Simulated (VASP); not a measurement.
# TbW (P-6m2) in VASP: relaxation of cell and atoms with PBE

Aim: the relaxation of cell and atoms of TbW with PBE.

Program: VASP 6.6.1. These are calculated values, not measurements. Logs are shortened: lines on timing, memory, paths and dates and some standing lists are left out, and cuts for length are marked.

### 1 The cell of the first run

The structure is hexagonal, space group P-6m2 (No. 187). The conventional cell has a = 3.004 Å, b = 3.004 Å, c = 4.806 Å, α = 90.00°, β = 90.00°, γ = 120.00°. Within 3.9 Å of Tb (site symmetry -6m2) lie 6 W at 2.96 Å and 6 Tb at 3.00 Å. Within 3.9 Å of W (site symmetry -6m2) lie 6 Tb at 2.96 Å and 6 W at 3.00 Å.

The cell was generated, and may not be a known phase.

### 2 Relaxation of cell and atoms, PBE

INCAR reads:

```
PREC = Accurate ; ENCUT = 500
EDIFF = 1E-7 ; ISMEAR = 0
SIGMA = 0.2 ; LREAL = False
LASPH = True ; NELM = 200
ALGO = Normal ; ISIF = 3
LWAVE = False ; LCHARG = False
GGA = PE ; IBRION = 2
NSW = 36 ; EDIFFG = -0.08
GGA_COMPAT = False ; NELMIN = 4
LMAXMIX = 6
```

KPOINTS reads:

```
regular mesh
0
Gamma
  7 7 4
```

POSCAR reads:

```
TbW
1.0
    3.0035875700      0.0000000000      0.0000000000
   -1.5017937900      2.6011831400      0.0000000000
    0.0000000000      0.0000000000      4.8063936300
Tb W
1 1
Direct
    0.0000000000      0.0000000000      0.5000000000
    0.6666666700      0.3333333300      0.0000000000
```

Potentials or basis: VASP PAW PBE potentials, release 64 (Tb_3, W_sv), 4f in core.

Run with:

```console
> cat potpaw_PBE.64/Tb_3/POTCAR potpaw_PBE.64/W_sv/POTCAR > POTCAR
> mpirun -np 1 vasp_std > vasp.out
```

OUTCAR:

```text
PREC = Accurate
   ENCUT = 500
   EDIFF = 1E-7
   ISMEAR = 0
   LREAL = False
   LASPH = True
   NELM = 200
   ISIF = 3
   GGA = PE
   IBRION = 2
   NSW = 36
   EDIFFG = -0.08
   NELMIN = 4

 ion  position               nearest neighbor table
   1  0.000  0.000  0.500-   2 2.96   2 2.96   2 2.96   2 2.96   2 2.96   2 2.96
   2  0.667  0.333  0.000-   1 2.96   1 2.96   1 2.96   1 2.96   1 2.96   1 2.96

  LATTYP: Found a hexagonal cell.
 ALAT       =     3.0035875700
 C/A-ratio  =     1.6002175791

  Lattice vectors:

 A1 = (   3.0035875700,   0.0000000000,   0.0000000000)
 A2 = (  -1.5017937900,   2.6011831400,   0.0000000000)
 A3 = (   0.0000000000,   0.0000000000,   4.8063936300)

Analysis of symmetry for initial positions (statically):
=====================================================================
 Subroutine PRICEL returns:
 Original cell was already a primitive cell.

 Routine SETGRP: Setting up the symmetry group for a
 hexagonal supercell.

 Subroutine GETGRP returns: Found 12 space group operations
 (whereof 12 operations were pure point group operations)
 out of a pool of 24 trial point group operations.

The static configuration has the point symmetry D_3h.

Analysis of symmetry for dynamics (positions and initial velocities):
=====================================================================
 Subroutine PRICEL returns:
 Original cell was already a primitive cell.

 Routine SETGRP: Setting up the symmetry group for a
 hexagonal supercell.

 Subroutine GETGRP returns: Found 12 space group operations
 (whereof 12 operations were pure point group operations)
 out of a pool of 24 trial point group operations.

The dynamic configuration has the point symmetry D_3h.

 Subroutine INISYM returns: Found 12 space group operations
 (whereof 12 operations are pure point group operations),
 and found     1 'primitive' translations

----------------------------------------------------------------------------------------

                                     Primitive cell

  volume of cell :      37.5518

  direct lattice vectors                    reciprocal lattice vectors
     3.003587570  0.000000000  0.000000000     0.332935191  0.192220222  0.000000000
    -1.501793790  2.601183140  0.000000000     0.000000000  0.384440444  0.000000000
     0.000000000  0.000000000  4.806393630     0.000000000  0.000000000  0.208056201

  length of vectors
     3.003587570  3.003587574  4.806393630     0.384440444  0.384440444  0.208056201

  position of ions in fractional coordinates (direct lattice)
     0.000000000  0.000000000  0.500000000
     0.666666670  0.333333330  0.000000000

  ion indices of the primitive-cell ions
   primitive index   ion index
                 1           1
                 2           2

----------------------------------------------------------------------------------------

 KPOINTS: regular mesh

Automatic generation of k-mesh.
 Grid dimensions read from file:
 generate k-points for:    7    7    4

 Generating k-lattice:

  Cartesian coordinates                     Fractional coordinates (reciprocal lattice)
     0.047562170  0.027460032  0.000000000     0.142857143 -0.000000000  0.000000000
     0.000000000  0.054920063  0.000000000     0.000000000  0.142857143  0.000000000
     0.000000000  0.000000000  0.052014050     0.000000000  0.000000000  0.250000000

  Length of vectors
     0.054920063  0.054920063  0.052014050

  Shift w.r.t. Gamma in fractional coordinates (k-lattice)
     0.000000000  0.000000000  0.000000000

 Subroutine IBZKPT returns following result:
 ===========================================

 Found     24 irreducible k-points:

 Following reciprocal coordinates:
            Coordinates               Weight
  0.000000  0.000000  0.000000      1.000000
  0.142857  0.000000  0.000000      6.000000
  0.285714  0.000000  0.000000      6.000000
  0.428571  0.000000  0.000000      6.000000
  0.142857  0.142857  0.000000      6.000000
  0.285714  0.142857  0.000000     12.000000
[... 16 lines left out ...]
  0.428571  0.142857  0.500000      6.000000
  0.285714  0.285714  0.500000      6.000000
   k-points           NKPTS =     24   k-points in BZ     NKDIM =     24   number of bands    NBANDS=     15
   number of dos      NEDOS =    301   number of ions     NIONS =      2
   total plane-waves  NPLWV =  20736
   dimension x,y,z NGX =    24 NGY =   24 NGZ =   36
   dimension x,y,z NGXF=    48 NGYF=   48 NGZF=   72
   ions per type =               1   1
   NGX,Y,Z   is equivalent  to a cutoff of  13.28, 13.28, 12.45 a.u.
   NGXF,Y,Z  is equivalent  to a cutoff of  26.57, 26.57, 24.90 a.u.
 SYSTEM =  unknown system
   PREC   = accura    normal or accurate (medium, high low for compatibility)
   ISTART =      0    job   : 0-new  1-cont  2-samecut
   ICHARG =      2    charge: 1-file 2-atom 10-const
   ISPIN  =      1    spin polarized calculation?
   LNONCOLLINEAR =      F non collinear calculations
   LSORBIT =      F    spin-orbit coupling
   LASPH  =      T    aspherical Exc in radial PAW
   ENCUT  =  500.0 eV  36.75 Ry    6.06 a.u.   5.48  5.48  8.76*2*pi/ulx,y,z
   NELM   =    200;   NELMIN=  4; NELMDL= -5     # of ELM steps
   EDIFF  = 0.1E-06   stopping-criterion for ELM
   LREAL  =      F    real-space projection
   EDIFFG = -.8E-01   stopping-criterion for IOM
   NSW    =     36    number of steps for IOM
   IBRION =      2    ionic relax: 0-MD 1-quasi-New 2-CG
   NFREE  =      1    steps in history (QN), initial steepest desc. (CG)
   ISIF   =      3    stress and relaxation
   ISYM   =      2    0-nonsym 1-usesym 2-fastsym
   POTIM  = 0.5000    time-step for ionic-motion
   TEBEG  =    0.0;   TEEND  =   0.0 temperature during run
   PSTRESS=    0.0 pullay stress
   NELECT =      23.0000    total number of electrons
   NUPDOWN=      -1.0000    fix difference up-down
   EMIN   =  10.00;   EMAX   =-10.00  energy-range for DOS
   EFERMI =   0.00;   METHOD = LEGACY
   ISMEAR =     0;   SIGMA  =   0.20  broadening in eV -4-tet -1-fermi 0-gaus
   EFERMI_NEDOS =   21; number of points for ismear=-14 and -15
   IALGO  =     38    algorithm
   IMIX   =      4    mixing-type and parameters
     AMIX     =   0.40;   BMIX     =  1.00
     AMIX_MAG =   1.60;   BMIX_MAG =  1.00
  volume/ion in A,a.u.               =      18.78       126.71
  Fermi-wavevector in a.u.,A,eV,Ry     =   1.390296  2.627278 26.299011  1.932923
  Thomas-Fermi vector in A             =   2.514245
   LORBIT       =      0    0 simple, 1 ext, 2 COOP (PROOUT), +10 PAW based schemes
   GGA     = PE    functional components
   LHFCALC =     F    Hartree Fock is set to
   AEXX    =    0.0000 exact exchange contribution
   IVDW    =     0    specifies the selected vdW correction
   LEPSILON=     F    determine dielectric tensor
   LRPA    =     F    only Hartree local field effects (RPA)
 conjugate gradient relaxation of ions
 non-spin polarized calculation
 Gauss-broadening in eV      SIGMA  =   0.20
  energy-cutoff  :      500.00
  volume of cell :       37.55
 maximum number of plane-waves:       978
 NGX is ok and might be reduce to    24
   NGX = 11   NGY = 11   NGZ = 17

--------------------------------------- Ionic step        1  -------------------------------------------

 number of electron      22.9999998 magnetization

 Free energy of the ion-electron system (eV)
  ---------------------------------------------------
  ext. energy  EPLUGINS =         0.00000000
  ---------------------------------------------------
  free energy    TOTEN  =       -15.45858435 eV

  energy without entropy =      -15.42160868  energy(sigma->0) =      -15.44009652

------------------------ aborting loop because EDIFF is reached ----------------------------------------

  FORCE on cell =-STRESS in cart. coord.  units (eV):
  Direction    XX          YY          ZZ          XY          YZ          ZX
  --------------------------------------------------------------------------------------
  -------------------------------------------------------------------------------------
  Total        3.3520619      3.3520619      6.4361617     -0.0000000     -0.0000000     -0.0000000
  in kB      143.0184420    143.0184422    274.6040667     -0.0000003     -0.0000000     -0.0000000
  external PRESSURE =     186.8803170 kB  Pullay stress =       0.0000000 kB

 VOLUME and BASIS-vectors are now :
 -----------------------------------------------------------------------------
  energy-cutoff  :      500.00
  volume of cell :       37.55
      direct lattice vectors                 reciprocal lattice vectors
     3.003587570  0.000000000  0.000000000     0.332935191  0.192220222  0.000000000
    -1.501793790  2.601183140  0.000000000     0.000000000  0.384440444  0.000000000
     0.000000000  0.000000000  4.806393630     0.000000000  0.000000000  0.208056201
[... 145 lines left out ...]
 POSITION                                       TOTAL-FORCE (eV/Angst)
 -----------------------------------------------------------------------------------
     -1.53167      2.65293      2.61605        -0.000000     -0.000000      0.000000
      1.53167      0.88431     -0.00000         0.000000      0.000000     -0.000000
 -----------------------------------------------------------------------------------
    total drift:                               -0.000017      0.000010      0.000000

  FREE ENERGIE OF THE ION-ELECTRON SYSTEM (eV)
  ---------------------------------------------------
  free  energy   TOTEN  =       -15.7932977794 eV

  energy  without entropy=      -15.7464088052  energy(sigma->0) =      -15.76985329

--------------------------------------- Ionic step        6  -------------------------------------------

 number of electron      22.9999997 magnetization

 Free energy of the ion-electron system (eV)
  ---------------------------------------------------
  ext. energy  EPLUGINS =         0.00000000
  ---------------------------------------------------
  free energy    TOTEN  =       -15.80643709 eV

  energy without entropy =      -15.75531497  energy(sigma->0) =      -15.78087603

 E-fermi :   6.6124     XC(G=0): -11.8882

 val. band max:        6.6047397038   @ k =   0.2857   0.1429   0.0000
 cond. band min:       6.6132933059   @ k =   0.0000   0.0000   0.5000
 fundamental gap:      0.0085536021
 Fermi energy:         6.6123821702

 k-point     1 :       0.0000    0.0000    0.0000
  band No.  band energies     occupation
      1     -67.3120      2.00000
      2     -31.5401      2.00000
      3     -31.1676      2.00000
      4     -31.1676      2.00000
      5     -15.3460      2.00000
      6     -14.2783      2.00000
      7     -14.2783      2.00000
      8      -0.3440      2.00000
      9       3.0848      2.00000
     10       6.5843      1.15747
     11       6.5987      1.07729
     12       6.5987      1.07729
     13       7.7146      0.00000
     14       8.5702      0.00000
     15       8.5702      0.00000
[... 434 lines left out ...]
 POSITION                                       TOTAL-FORCE (eV/Angst)
 -----------------------------------------------------------------------------------
      0.00000     -0.00000      2.67121        -0.000000      0.000000     -0.000000
      1.50872      0.87106     -0.00000         0.000000     -0.000000      0.000000
 -----------------------------------------------------------------------------------
    total drift:                               -0.000016      0.000010      0.000000

  FREE ENERGIE OF THE ION-ELECTRON SYSTEM (eV)
  ---------------------------------------------------
  free  energy   TOTEN  =       -15.8064370933 eV

  energy  without entropy=      -15.7553149685  energy(sigma->0) =      -15.78087603

 reached required accuracy - stopping structural energy minimisation
```

It took 2.3 min on 1 thread of Intel Xeon 8259CL, shared host; peak memory 0.14 GiB.

What came out:

* Free energy: -15.8064 eV
* Relaxed volume: 21.06 Å³/atom
* Relaxed cell: a = 3.017 Å, b = 3.017 Å, c = 5.342 Å, α = 90.00°, β = 90.00°, γ = 120.00°
* Space group after relaxing (to 0.1 Å): P-6m2 (No. 187)
* Energy gained by relaxing: 173.9 meV/atom
* Ionic steps: 6
* Pressure after relaxing: 0.1 GPa
* Band gap on the k mesh: zero (an odd number of electrons rules out a gap without spin polarisation)

Stress tensor (GPa, compression positive):
```
-0.11  0.00  0.00
 0.00 -0.11  0.00
 0.00  0.00  0.52
```

The path:
```
step  energy change (eV)  largest force (eV/Å)  pressure (GPa)  volume (Å³)
   1              0.0000                0.0000           18.69        37.55
   2              0.1053                0.0000          -14.48        50.68
   3             -0.3042                0.0000           -1.42        43.04
   4             -0.3045                0.0000           -0.98        42.87
   5             -0.3347                0.0000           -0.58        42.52
   6             -0.3479                0.0000            0.10        42.13
```

Final structure:
```
Tb W
1.0
     3.01743    0.00000    0.00000
    -1.50872    2.61318    0.00000
     0.00000    0.00000    5.34243
Tb W
1 1
Direct
  0.00000 0.00000 0.50000
  0.66667 0.33333 0.00000
```

Levels at points of the mesh, in eV from the Fermi level:
```tsv
k point	band 10	band 11	band 12	band 13	band 14	band 15
(0.00, 0.00, 0.00)	-0.03	-0.01	-0.01	1.10	1.96	1.96
(0.00, 0.00, 0.50)	-1.06	-0.08	-0.08	0.00	1.47	1.47
```

Caveat: spin-orbit coupling is left out, which moves the levels of the heavy elements; the 4f electrons are frozen in the core, so they carry no moment and show no levels.
